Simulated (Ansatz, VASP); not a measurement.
## Two plane-wave programs on ZnO

Contents of INCAR:

```
SYSTEM = ZnO
AGGAC    = 1.0          
AGGAX    = 1.0          
ALDAC    = 0.0          
ALDAX    = 1.0          
ALGO     = Normal         ! electronic algorithm
EDIFF    = 1E-6           ! SCF threshold, eV
ENCUT    = 520            ! plane-wave cutoff, eV
GGA      = B5             ! functional
ISIF     = 2              ! what is computed and relaxed
ISMEAR   = 0              ! smearing method
LASPH    = .True.         ! aspherical terms in the spheres
LCHARG   = .False.        ! write CHGCAR
LREAL    = .False.        ! projectors in reciprocal space
LWAVE    = .False.        ! write WAVECAR
NBANDS   = 26             ! bands
NELM     = 60             ! most SCF steps
PREC     = Accurate       ! precision mode
SIGMA    = 0.01           ! smearing width, eV
```

KPOINTS

```
k-points
0
Gamma
  6 6 4
  0 0 0
```

The input POSCAR:

```
ZnO
1.0
    3.2493080000      0.0000000000      0.0000000000
   -1.6246540000      2.8139832727      0.0000000000
    0.0000000000      0.0000000000      5.2057090000
Zn O
2 2
Direct
    0.3333330000      0.6666670000      0.5000000000
    0.6666670000      0.3333330000      0.0000000000
    0.6666670000      0.3333330000      0.3790100000
    0.3333330000      0.6666670000      0.8790100000
```

Input for Ansatz:

```yaml
crystal:
  lattice:
    - [3.249308, 0.0, 0.0]
    - [-1.6246539999999994, 2.813983272720007, 0.0]
    - [0.0, 0.0, 5.205709]
  atoms:
    - { symbol: Zn, position: [0.333333, 0.666667, 0.5] }
    - { symbol: Zn, position: [0.666667, 0.333333, 0.0] }
    - { symbol: O, position: [0.666667, 0.333333, 0.37901] }
    - { symbol: O, position: [0.333333, 0.666667, 0.8790099999999998] }
basis:
  ecutwfc: 450.0
kpoints:
  mp_grid:
    grid: [6, 6, 4]
    shift: [0.0, 0.0, 0.0]
hamiltonian:
  xc: blyp
  pseudopotentials:
    kind: paw
scf:
  occupations:
    method: fixed
output:
  stress: true
```

Alike in both runs: task single point; functional BLYP; k mesh 6 × 6 × 4; no spin polarisation.

```csv
,VASP,Ansatz
version,VASP 6.6.1,Ansatz 0.2.0
potentials or method,"VASP PAW PBE potentials, release 64 (Zn, O), cutoff 520 eV","plane waves, PAW"
occupations,"gaussian, width 0.01 eV",fixed
valence electrons in the cell,36,36
```

```tsv
	VASP	Ansatz	Ansatz less VASP
pressure (GPa)	10.4	9.4	-1.01
traceless stress, the component that is largest in VASP (GPa)	1.36	1.31	-0.051
```

VASP's potentials were made for PBE, not for BLYP. Ansatz's warnings: structure snapped to symmetry.
